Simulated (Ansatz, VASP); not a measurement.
SnSe in VASP and in Ansatz

```
CELL_PARAMETERS angstrom
0.00000 3.01000 3.01000
3.01000 0.00000 3.01000
3.01000 3.01000 0.00000
ATOMIC_POSITIONS crystal
Sn 0.00000 0.00000 0.00000
Se 0.50000 0.50000 0.50000
```

Alike in both runs: task single point; functional PBE-based global hybrid; k mesh 4 × 4 × 4; occupations fermi-dirac, width 0.05 eV; no spin polarisation.

```csv
,VASP,Ansatz
version,VASP 6.6.1,Ansatz 0.2.0
potentials or method,"VASP PAW PBE potentials, release 64 (Sn_d, Se), cutoff 520 eV",all-electron PAW datasets made for the crystal
```

Ansatz gave:

```
gap on the k mesh at the Fermi level (eV) : 0.72
least direct gap on the mesh (eV)         : 0.72
pressure (GPa)                            : -1.0
```

Question: What did VASP give for the same quantities?

Answer: gap on the k mesh at the Fermi level (eV): 0.77; least direct gap on the mesh (eV): 0.77; pressure (GPa): -1.1.

VASP's potentials were made for PBE, not for PBE-based global hybrid. Ansatz ran all-electron here, and VASP with PAW potentials.

The k mesh is coarse, so the values compare programs but aren't converged. Noted on Ansatz's run: the program warned that the printed levels may be off, so bands, gaps and densities of states are rough.
